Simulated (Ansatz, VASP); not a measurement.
MnSi: VASP beside Ansatz

```
Mn Si
1.0
     0.00000    2.42305    2.42305
     2.42305    0.00000    2.42305
     2.42305    2.42305    0.00000
Mn Si
1 1
Direct
  0.00000 0.00000 0.00000
  0.50000 0.50000 0.50000
```

Change from the starting cell: species swapped into the TePb type (Fm-3m, No. 225).

Alike in both runs: functional PBE; k mesh 20 × 20 × 20; occupations gaussian, width 0.1 eV; collinear spin.

Ansatz relaxed the structure, and its values are those at the end. VASP's run is a single point on that final structure, the one shown.

|  | VASP | Ansatz |
| --- | --- | --- |
| version | VASP 6.6.1 | Ansatz 0.2.0 |
| potentials or method | VASP PAW PBE potentials, release 64 (Mn_pv, Si), cutoff 520 eV | scalar-relativistic, plane waves, PAW |
| valence electrons in the cell | 17 | 19 |

VASP gave:

```
gap on the k mesh at the Fermi level (eV)                     : none
pressure (GPa)                                                : 0.0
net moment per atom (μB)                                      : 1.24
size of the moment on the site where the two differ most (μB) : 2.58
```

Q: Which values does Ansatz return?

A: gap on the k mesh at the Fermi level (eV): none; pressure (GPa): 0.0; net moment per atom (μB): 1.24; size of the moment on the site where the two differ most (μB): 2.49.

Site moments also hang on the region over which each program counts them. A gap of «none» marks a metal or a gap that the smearing closes. VASP's potentials hold 17 valence electrons a cell and Ansatz's 19, so a difference there can come from the potentials and not from the codes.
